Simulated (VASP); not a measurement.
Here is a VASP 6.6.1 calculation.

INCAR

```
ALGO = Normal ; EDIFF = 1E-8
ENCUT = 400 ; GGA = PS
GGA_COMPAT = False ; ISIF = 2
ISMEAR = -1 ; LASPH = True
LCHARG = False ; LEFG = True
LREAL = False ; LWAVE = False
NBANDS = 16 ; NELM = 120
PREC = Accurate ; SIGMA = 0.08
```

KPOINTS

```
k-points
0
Gamma
  10 10 10
```

The input POSCAR:

```
CdTe
1.0
    0.0000000000      3.1616838793      3.1616838793
    3.1616838793      0.0000000000      3.1616838793
    3.1616838793      3.1616838793      0.0000000000
Cd Te
1 1
Direct
    0.0000000000      0.0000000000      0.0000000000
    0.7500000000      0.7500000000      0.7500000000
```

Potentials or basis: VASP PAW PBE potentials, release 64 (Cd, Te).

Command:

```sh
$ cat potpaw_PBE.64/Cd/POTCAR potpaw_PBE.64/Te/POTCAR > POTCAR
$ mpirun -np 1 vasp_std > vasp.out
```

Question: Predict the pressure.

Answer: 3.8 GPa.

Question: Predict the band gap on the k mesh.

Answer: 0.88 eV, direct.

Caveat: without QUAD_EFG the Cq values of the log hold for a quadrupole moment of 1 mb, not for the nuclei; the PAW data sets were made with another functional, which shifts forces and pressure a little; spin-orbit coupling is left out, which moves the levels of the heavy elements.
